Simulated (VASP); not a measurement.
A run of VASP 6.6.1:

Contents of INCAR:

```
ALGO = Normal
EDIFF = 1E-7
ENCUT = 520
GGA = CA
ISIF = 2
ISMEAR = -1
LASPH = T
LCHARG = F
LREAL = F
LWAVE = F
NBANDS = 12
NELM = 100
PREC = Accurate
SIGMA = 0.1
```

Contents of KPOINTS:

```
k-points
0
Gamma
  16 16 16
```

The input POSCAR:

```
Ag
1.0
    2.4974226260      0.0000000000      0.0000000000
    0.0000000000      2.4974226260      0.0000000000
    0.0000000000      0.0000000000      2.4974226260
Ag
1
Direct
    0.0000000000      0.0000000000      0.0000000000
```

Potentials or basis: VASP PAW LDA potentials, release 64 (Ag).

Run with:

```sh
$ cat potpaw_LDA.64/Ag/POTCAR > POTCAR
$ mpirun -np 1 vasp_std > vasp.out
```

Hardware: 1 thread of AMD EPYC 7R43 64-Core Processor (Zen 3) (shared host).

Question: Estimate the wall time of this run.

Answer: Wall time 20 s on 1 thread of AMD EPYC 7R43 64-Core Processor (Zen 3), on a shared host, peak memory 0.1 GiB. Counts: scf iterations 11, k points 165.
